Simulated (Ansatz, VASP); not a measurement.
# InP in VASP and in Ansatz

The input INCAR:

```
PREC     = Accurate       # precision mode
ENCUT    = 500            # plane-wave cutoff, eV
EDIFF    = 1E-6           # SCF threshold, eV
ISMEAR   = 0              # smearing method
SIGMA    = 0.02           # smearing width, eV
LREAL    = False          # projectors in reciprocal space
LASPH    = True           # aspherical terms in the spheres
NELM     = 120            # most SCF steps
ALGO     = Normal         # electronic algorithm
ISIF     = 2              # what is computed and relaxed
LWAVE    = False          # write WAVECAR
LCHARG   = False          # write CHGCAR
GGA      = CA             # functional
NBANDS   = 16             # bands
GGA_COMPAT= False
```

KPOINTS

```
regular mesh
0
Gamma
  10 10 10
```

POSCAR

```
InP
1.0
    0.0000000000      2.9134252615      2.9134252615
    2.9134252615      0.0000000000      2.9134252615
    2.9134252615      2.9134252615      0.0000000000
In P
1 1
Direct
    0.0000000000      0.0000000000      0.0000000000
    0.2500000000      0.2500000000      0.2500000000
```

Input for Ansatz:

```yaml
crystal:
  lattice:
    - [0.0, 2.9134252615, 2.9134252615]
    - [2.9134252615, 0.0, 2.9134252615]
    - [2.9134252615, 2.9134252615, 0.0]
  atoms:
    - { symbol: In, position: [0.0, 0.0, 0.0] }
    - { symbol: P, position: [0.25, 0.25, 0.25] }
basis:
  ecutwfc: 420
kpoints:
  mp_grid: { grid: [10, 10, 10] }
  band_path:
    path:
      - [[0.0, 0.0, 0.0], [-0.5, -0.5, 0.0], [-0.375, -0.375, 0.25]]
      - [[-0.375, 0.0, 0.375], [0.0, 0.0, 0.0], [0.0, 0.0, 0.5], [-0.5, -0.25, 0.25], [-0.5, -0.5, 0.0]]
    npoints: 10
hamiltonian:
  xc: lda
  pseudopotentials: { kind: paw, azcp: { folder: soft_1 } }
scf:
  occupations: { method: gaussian, width: 0.02 }
  n_extra_bands: 7
output:
  forces: true
  stress: true
  eigenvalues: true
```

Alike in both runs: task single point; functional LDA; k mesh 10 × 10 × 10; occupations gaussian, width 0.02 eV; no spin polarisation.

```csv
,VASP,Ansatz
version,VASP 6.6.1,Ansatz 0.2.0
potentials or method,"VASP PAW LDA potentials, release 64 (In_d, P), cutoff 500 eV","scalar-relativistic, plane waves, PAW"
valence electrons in the cell,18,18
```

|  | VASP | Ansatz | Ansatz less VASP |
| --- | --- | --- | --- |
| gap on the k mesh at the Fermi level (eV) | 0.61 | 0.58 | -0.031 |
| least direct gap on the mesh (eV) | 0.61 | 0.58 | -0.031 |
| pressure (GPa) | 0.0 | 0.0 | -0.02 |

Ansatz warns that its potentials were made for another functional, while VASP's fit it. LDA's correlation is that of Perdew and Zunger in VASP and of Perdew and Wang (1992) in Ansatz.
